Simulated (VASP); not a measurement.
# Li (P1) in VASP: a series of runs

Runs on Li. Level: PBE+D3(BJ). Tasks: single point.

Program: VASP 6.6.1. These are calculated values, not measurements. Logs are shortened: lines on timing, memory, paths and dates and some standing lists are left out, and cuts for length are marked.

### 1 The cell of the first run

The typed cell holds 18 atoms: a = 7.414 Å, b = 7.414 Å, c = 7.414 Å, α = 78.01°, β = 78.01°, γ = 78.01°.

### 2 Single point, PBE+D3(BJ) (dynamics (nvt nose hoover) at 200 K, volume x 1.0, from the last frame before)

File INCAR:

```
  PREC = Accurate
  ENCUT = 520
  EDIFF = 1E-7
  ISMEAR = -1
  SIGMA = 0.05
  LREAL = Auto
  LASPH = T
  NELM = 100
  ALGO = Normal
  ISIF = 2
  LWAVE = F
  LCHARG = F
  GGA = PE
  IVDW = 12
  NBANDS = 42
```

File KPOINTS:

```
Automatic mesh
0
Gamma
  2 2 2
  0.5 0.5 0.5
```

File POSCAR:

```
Li
1.0
    0.0000000000      5.3884137890      5.0930000000
   -4.6665032274     -2.6942068945      5.0930000000
    4.6665032274     -2.6942068945      5.0930000000
Li
18
Direct
    0.2625269881      0.6438218840      0.3110558010
    0.6531667487      0.6805544403      0.9543952453
    0.3001970539      0.3151182278      0.6133201002
    0.3041759508      0.9904919033      0.9523892831
    0.6536629343      0.3239372619      0.2979364227
    0.9354840367      0.6166836608      0.6241093494
    0.9822727920      0.3077681574      0.9728147348
    0.6523281074      1.0055151976      0.6119299132
    0.9862139666      0.9660150745      0.3030644990
    0.3644480473      0.7153001238      0.6859095945
    0.6872274002      0.6766400191      0.3608618169
    0.3881552118      0.3740264266      0.0476237808
    0.3754841882      0.0391877436      0.3596606817
    0.6920600686      0.3344818076      0.7375127086
    0.0317743064      0.6687165605      0.0332640909
    0.0044366537      0.3222878015      0.3731805124
    0.7104585432      0.0186410868      0.0606191998
    0.0159268783      0.0008125778      0.7003524347
```

Potentials or basis: VASP PAW PBE potentials, release 64 (Li_sv).

Run with:

```bash
$ cat potpaw_PBE.64/Li_sv/POTCAR > POTCAR
$ mpirun -np 1 vasp_std > vasp.out
```

OUTCAR:

```text
PREC = Accurate
   ENCUT = 520
   EDIFF = 1E-7
   ISMEAR = -1
   LREAL = Auto
   LASPH = T
   NELM = 100
   ISIF = 2
   GGA = PE
   IVDW = 12
 IVDW          = 12

 ion  position               nearest neighbor table
   1  0.263  0.644  0.311-
   2  0.653  0.681  0.954-
   3  0.300  0.315  0.613-
   4  0.304  0.990  0.952-
   5  0.654  0.324  0.298-
   6  0.935  0.617  0.624-
[... 10 lines left out ...]
  17  0.710  0.019  0.061-
  18  0.016  0.001  0.700-

  LATTYP: Found a trigonal (rhomboedric) cell.
 ALAT       =     7.4144219034
 COS(alpha) =     0.2077567520

  Lattice vectors:

 A1 = (   0.0000000000,   5.3884137890,   5.0930000000)
 A2 = (  -4.6665032274,  -2.6942068945,   5.0930000000)
 A3 = (   4.6665032274,  -2.6942068945,   5.0930000000)

Analysis of symmetry for initial positions (statically):
=====================================================================
 Subroutine PRICEL returns:
 Original cell was already a primitive cell.

 Routine SETGRP: Setting up the symmetry group for a
 trigonal (rhombohedral) supercell.

 Subroutine GETGRP returns: Found  1 space group operations
 (whereof  1 operations were pure point group operations)
 out of a pool of 12 trial point group operations.

The static configuration has the point symmetry C_1 .

Analysis of symmetry for dynamics (positions and initial velocities):
=====================================================================
 Subroutine PRICEL returns:
 Original cell was already a primitive cell.

 Routine SETGRP: Setting up the symmetry group for a
 trigonal (rhombohedral) supercell.

 Subroutine GETGRP returns: Found  1 space group operations
 (whereof  1 operations were pure point group operations)
 out of a pool of 12 trial point group operations.

The dynamic configuration has the point symmetry C_1 .

 Subroutine INISYM returns: Found  1 space group operations
 (whereof  1 operations are pure point group operations),
 and found     1 'primitive' translations

----------------------------------------------------------------------------------------

                                     Primitive cell

  volume of cell :     384.1912

  direct lattice vectors                    reciprocal lattice vectors
     0.000000000  5.388413789  5.093000000     0.000000000  0.123722248  0.065449310
    -4.666503227 -2.694206895  5.093000000    -0.107146610 -0.061861124  0.065449310
     4.666503227 -2.694206895  5.093000000     0.107146610 -0.061861124  0.065449310

  length of vectors
     7.414421903  7.414421903  7.414421903     0.139967163  0.139967163  0.139967163

  position of ions in fractional coordinates (direct lattice)
     0.262526988  0.643821884  0.311055801
     0.653166749  0.680554440  0.954395245
     0.300197054  0.315118228  0.613320100
     0.304175951  0.990491903  0.952389283
     0.653662934  0.323937262  0.297936423
     0.935484037  0.616683661  0.624109349
[... 10 lines left out ...]
     0.710458543  0.018641087  0.060619200
     0.015926878  0.000812578  0.700352435

  ion indices of the primitive-cell ions
   primitive index   ion index
                 1           1
                 2           2
                 3           3
                 4           4
                 5           5
                 6           6
[... 10 lines left out ...]
                17          17
                18          18

----------------------------------------------------------------------------------------

 KPOINTS: Automatic mesh

Automatic generation of k-mesh.
 Grid dimensions read from file:
 generate k-points for:    2    2    2

 Generating k-lattice:

  Cartesian coordinates                     Fractional coordinates (reciprocal lattice)
     0.000000000  0.061861124  0.032724655     0.500000000  0.000000000  0.000000000
    -0.053573305 -0.030930562  0.032724655     0.000000000  0.500000000 -0.000000000
     0.053573305 -0.030930562  0.032724655     0.000000000 -0.000000000  0.500000000

  Length of vectors
     0.069983582  0.069983582  0.069983582

  Shift w.r.t. Gamma in fractional coordinates (k-lattice)
     0.500000000  0.500000000  0.500000000

 Subroutine IBZKPT returns following result:
 ===========================================

 Found      4 irreducible k-points:

 Following reciprocal coordinates:
            Coordinates               Weight
  0.250000  0.250000  0.250000      2.000000
 -0.250000  0.250000  0.250000      2.000000
  0.250000 -0.250000  0.250000      2.000000
  0.250000  0.250000 -0.250000      2.000000
   k-points           NKPTS =      4   k-points in BZ     NKDIM =      4   number of bands    NBANDS=     42
   number of dos      NEDOS =    301   number of ions     NIONS =     18
   total plane-waves  NPLWV = 175616
   dimension x,y,z NGX =    56 NGY =   56 NGZ =   56
   dimension x,y,z NGXF=   112 NGYF=  112 NGZF=  112
   ions per type =              18
   NGX,Y,Z   is equivalent  to a cutoff of  12.56, 12.56, 12.56 a.u.
   NGXF,Y,Z  is equivalent  to a cutoff of  25.11, 25.11, 25.11 a.u.
 SYSTEM =  unknown system
   PREC   = accura    normal or accurate (medium, high low for compatibility)
   ISTART =      0    job   : 0-new  1-cont  2-samecut
   ICHARG =      2    charge: 1-file 2-atom 10-const
   ISPIN  =      1    spin polarized calculation?
   LNONCOLLINEAR =      F non collinear calculations
   LSORBIT =      F    spin-orbit coupling
   LASPH  =      T    aspherical Exc in radial PAW
   ENCUT  =  520.0 eV  38.22 Ry    6.18 a.u.  13.79 13.79 13.79*2*pi/ulx,y,z
   NELM   =    100;   NELMIN=  2; NELMDL= -5     # of ELM steps
   EDIFF  = 0.1E-06   stopping-criterion for ELM
   LREAL  =      T    real-space projection
   EDIFFG = 0.1E-05   stopping-criterion for IOM
   NSW    =      0    number of steps for IOM
   IBRION =     -1    ionic relax: 0-MD 1-quasi-New 2-CG
   NFREE  =      0    steps in history (QN), initial steepest desc. (CG)
   ISIF   =      2    stress and relaxation
   ISYM   =      2    0-nonsym 1-usesym 2-fastsym
   POTIM  = 0.5000    time-step for ionic-motion
   TEBEG  =    0.0;   TEEND  =   0.0 temperature during run
   PSTRESS=    0.0 pullay stress
   NELECT =      54.0000    total number of electrons
   NUPDOWN=      -1.0000    fix difference up-down
   EMIN   =  10.00;   EMAX   =-10.00  energy-range for DOS
   EFERMI =   0.00;   METHOD = LEGACY
   ISMEAR =    -1;   SIGMA  =   0.05  broadening in eV -4-tet -1-fermi 0-gaus
   EFERMI_NEDOS =   21; number of points for ismear=-14 and -15
   IALGO  =     38    algorithm
   IMIX   =      4    mixing-type and parameters
     AMIX     =   0.40;   BMIX     =  1.00
     AMIX_MAG =   1.60;   BMIX_MAG =  1.00
  volume/ion in A,a.u.               =      21.34       144.04
  Fermi-wavevector in a.u.,A,eV,Ry     =   0.851184  1.608505  9.857621  0.724515
  Thomas-Fermi vector in A             =   1.967278
   LORBIT       =      0    0 simple, 1 ext, 2 COOP (PROOUT), +10 PAW based schemes
   GGA     = PE    functional components
   LHFCALC =     F    Hartree Fock is set to
   AEXX    =    0.0000 exact exchange contribution
   IVDW    =    12    specifies the selected vdW correction
   LEPSILON=     F    determine dielectric tensor
   LRPA    =     F    only Hartree local field effects (RPA)
 non-spin polarized calculation
  energy-cutoff  :      520.00
  volume of cell :      384.19
 maximum number of plane-waves:     10341
   NGX = 27   NGY = 27   NGZ = 27

 number of electron      54.0000006 magnetization

 Free energy of the ion-electron system (eV)
  ---------------------------------------------------
  ext. energy  EPLUGINS =         0.00000000
  ---------------------------------------------------
  free energy    TOTEN  =       -33.32315428 eV

  energy without entropy =      -33.16700062  energy(sigma->0) =      -33.24507745

 E-fermi :   0.6395     XC(G=0):  -6.9155

 val. band max:        0.6322962210   @ k =  -0.2500   0.2500   0.2500
 cond. band min:       0.6572008699   @ k =   0.2500   0.2500  -0.2500
 fundamental gap:      0.0249046489
 Fermi energy:         0.6395407680

 k-point     1 :       0.2500    0.2500    0.2500
  band No.  band energies     occupation
      1     -46.2777      2.00000
      2     -46.2581      2.00000
      3     -46.2391      2.00000
      4     -46.2330      2.00000
      5     -46.2252      2.00000
      6     -46.1803      2.00000
[... 31 lines left out ...]
     38       2.7960      0.00000
     39       3.6526      0.00000

 k-point     2 :      -0.2500    0.2500    0.2500
  band No.  band energies     occupation
      1     -46.2777      2.00000
      2     -46.2581      2.00000
      3     -46.2391      2.00000
      4     -46.2330      2.00000
      5     -46.2252      2.00000
      6     -46.1803      2.00000
[... 31 lines left out ...]
     38       4.0560      0.00000
     39       4.1596      0.00000

 k-point     3 :       0.2500   -0.2500    0.2500
  band No.  band energies     occupation
      1     -46.2777      2.00000
      2     -46.2581      2.00000
      3     -46.2390      2.00000
      4     -46.2332      2.00000
      5     -46.2251      2.00000
      6     -46.1803      2.00000
[... 31 lines left out ...]
     38       4.0521      0.00000
     39       4.1543      0.00000

 k-point     4 :       0.2500    0.2500   -0.2500
  band No.  band energies     occupation
      1     -46.2777      2.00000
      2     -46.2581      2.00000
      3     -46.2391      2.00000
      4     -46.2332      2.00000
      5     -46.2251      2.00000
      6     -46.1803      2.00000
[... 31 lines left out ...]
     38       4.1040      0.00000
     39       4.1577      0.00000
 [bands above 39 left out]

------------------------ aborting loop because EDIFF is reached ----------------------------------------

 Edisp (eV)   -2.89286

 E8    (eV) :    -1.2071

  FORCE on cell =-STRESS in cart. coord.  units (eV):
  Direction    XX          YY          ZZ          XY          YZ          ZX
  --------------------------------------------------------------------------------------
  -------------------------------------------------------------------------------------
  Total      -3.06509    -2.38644    -7.23616     0.63653    -0.24385    -0.15965
  in kB     -12.78222    -9.95208   -30.17669     2.65451    -1.01692    -0.66580
  external pressure =      -17.64 kB  Pullay stress =        0.00 kB

 VOLUME and BASIS-vectors are now :
 -----------------------------------------------------------------------------
  energy-cutoff  :      520.00
  volume of cell :      384.19
      direct lattice vectors                 reciprocal lattice vectors
     0.000000000  5.388413789  5.093000000     0.000000000  0.123722248  0.065449310
    -4.666503227 -2.694206895  5.093000000    -0.107146610 -0.061861124  0.065449310
     4.666503227 -2.694206895  5.093000000     0.107146610 -0.061861124  0.065449310

 POSITION                                       TOTAL-FORCE (eV/Angst)
 -----------------------------------------------------------------------------------
     -1.55285     -1.15803      6.20024        -0.040653      0.205134      0.142545
      1.27788     -0.88536     11.65338         0.118860     -0.099977     -0.128483
      1.39156     -0.88382      6.25744         0.064945     -0.056917      0.103674
     -0.17781     -3.59550     11.44426         0.076875      0.040846      0.119235
     -0.12133      1.84675      6.49631        -0.012190     -0.051882     -0.064273
      0.03465      1.69782     11.08378        -0.035843      0.043379      0.195862
[... 10 lines left out ...]
      0.19589      3.61470      4.02204        -0.076376      0.035727      0.011912
      3.26440     -1.80326      3.65215         0.017173      0.037729      0.072225
 -----------------------------------------------------------------------------------
    total drift:                                0.001623      0.009027     -0.006463

  FREE ENERGIE OF THE ION-ELECTRON SYSTEM (eV)
  ---------------------------------------------------
  free  energy   TOTEN  =       -36.2160174000 eV

  energy  without entropy=      -36.0598637358  energy(sigma->0) =      -36.13794057
```

It took 93 s on 1 thread of Intel Xeon Platinum 8259CL at 2.50GHz (Skylake/Cascade Lake), shared host; peak memory 0.38 GiB.

What came out:

```yaml
Free_energy: -36.2160 eV
Largest_force: 0.253 eV/Å
Band_gap_on_the_k_mesh: zero (band 27 reaches 0.69 eV, above the bottom of band 28 at 0.21 eV)
Dispersion_energy_per_atom: -0.161 eV
```

Forces on the atoms (eV/Å):
```
Li  -0.041  0.205  0.143
Li   0.119 -0.100 -0.128
Li   0.065 -0.057  0.104
Li   0.077  0.041  0.119
Li  -0.012 -0.052 -0.064
Li  -0.036  0.043  0.196
Li   0.003 -0.006 -0.038
Li   0.087 -0.003 -0.118
Li   0.013 -0.055 -0.101
Li   0.114  0.055 -0.101
Li  -0.025 -0.045  0.045
Li  -0.012 -0.087 -0.149
Li   0.008 -0.026 -0.147
Li  -0.169 -0.010 -0.066
Li  -0.064 -0.032  0.010
Li  -0.068  0.055  0.214
Li  -0.076  0.036  0.012
Li   0.017  0.038  0.072
```

Levels at points of the mesh, in eV from the Fermi level:
| k point | band 22 | band 23 | band 24 | band 25 | band 26 | band 27 | band 28 | band 29 | band 30 | band 31 |
| --- | --- | --- | --- | --- | --- | --- | --- | --- | --- | --- |
| (0.25, 0.25, 0.25) | -1.87 | -1.26 | -1.17 | -1.15 | -1.12 | -0.47 | -0.43 | -0.40 | 1.42 | 1.49 |

Caveat: the k points lie up to 0.44 Å⁻¹ apart; the cutoff is under 1.25 times the usual one of these potentials, so pressure, stress and relaxed cells hold a basis-set (Pulay) error; pairwise dispersion overbinds metals, which lowers pressure and volume.

### 3 Single point, PBE+D3(BJ) (dynamics (nvt nose hoover) at 200 K, volume x 1.0, from the last frame before)

File INCAR:

```
SYSTEM = Li
ALGO     = Normal         ! electronic algorithm
EDIFF    = 1E-6           ! SCF threshold, eV
ENCUT    = 520            ! plane-wave cutoff, eV
GGA      = PE             ! functional
ISIF     = 2              ! what is computed and relaxed
ISMEAR   = -1             ! smearing method
IVDW     = 12             ! dispersion correction
LASPH    = .TRUE.         ! aspherical terms in the spheres
LCHARG   = .FALSE.        ! write CHGCAR
LREAL    = Auto         
LWAVE    = .FALSE.        ! write WAVECAR
NBANDS   = 42             ! bands
NELM     = 100            ! most SCF steps
PREC     = Accurate       ! precision mode
SIGMA    = 0.05           ! smearing width, eV
```

KPOINTS is that of step 2.

File POSCAR:

```
Li
1.0
    0.0000000000      5.3884137890      5.0930000000
   -4.6665032274     -2.6942068945      5.0930000000
    4.6665032274     -2.6942068945      5.0930000000
Li
18
Direct
    0.3246677012      0.6527077024      0.2936375554
    0.6125824910      0.6704084966      0.9680577067
    0.2976536269      0.3294067435      0.6454114537
    0.3369843177      1.0048657647      0.9656888927
    0.6407647210      0.3351149552      0.2833451421
    0.9606107011      0.6411345647      0.6335730142
    0.9822092685      0.2987689720      0.9701654862
    0.6345385581      0.9842730211      0.5980922103
    0.9787595354      0.9424991981      0.3008011526
    0.3614449992      0.6715067843      0.6906429545
    0.6818791824      0.6923589067      0.3693588086
    0.3486808623      0.3739201940      0.0432477558
    0.3508242801      0.0189881161      0.3469319587
    0.6762234161      0.3525877589      0.7114046114
    0.0234922038      0.6724912522      0.0322362573
    0.0349758702      0.3431007151      0.3868923917
    0.7157979806      0.0283207931      0.0467553673
    0.0379104736     -0.0124540423      0.7137573916
```

Potentials or basis: VASP PAW PBE potentials, release 64 (Li_sv).

Run with:

```bash
$ cat potpaw_PBE.64/Li_sv/POTCAR > POTCAR
$ mpirun -np 1 vasp_std > vasp.out
```

Run time: 91 s. Hardware: 1 thread of Intel Xeon Platinum 8259CL at 2.50GHz (Skylake/Cascade Lake), shared host; peak memory 0.38 GiB.

It converged, with:

```
Free energy                : -36.2278 eV
Largest force              : 0.272 eV/Å
Band gap on the k mesh     : zero (band 27 reaches 0.69 eV, above the bottom of band 28 at 0.22 eV)
Dispersion energy per atom : -0.161 eV
```

Forces on the atoms (eV/Å):
```
Li   0.123 -0.201 -0.135
Li  -0.041  0.247  0.022
Li   0.011  0.141 -0.161
Li   0.003 -0.057 -0.241
Li   0.150  0.017 -0.029
Li   0.079 -0.010 -0.033
Li  -0.014 -0.027  0.010
Li   0.055 -0.068  0.104
Li  -0.133  0.012  0.139
Li  -0.123 -0.134  0.136
Li  -0.008  0.120 -0.016
Li  -0.001  0.097  0.030
Li   0.035 -0.031  0.215
Li   0.056  0.104  0.078
Li   0.035 -0.013  0.073
Li  -0.049 -0.065 -0.108
Li  -0.002 -0.098 -0.175
Li  -0.177 -0.035  0.092
```

Levels at points of the mesh, in eV from the Fermi level:
```
           k point  band 22  band 23  band 24  band 25  band 26  band 27  band 28  band 29  band 30  band 31
(0.25, 0.25, 0.25)    -1.87    -1.27    -1.18    -1.15    -1.13    -0.49    -0.43    -0.40     1.39     1.49
```

Caveat: the k points lie up to 0.44 Å⁻¹ apart; the cutoff is under 1.25 times the usual one of these potentials, so pressure, stress and relaxed cells hold a basis-set (Pulay) error; pairwise dispersion overbinds metals, which lowers pressure and volume.

(Continued in part 2 of 2.)
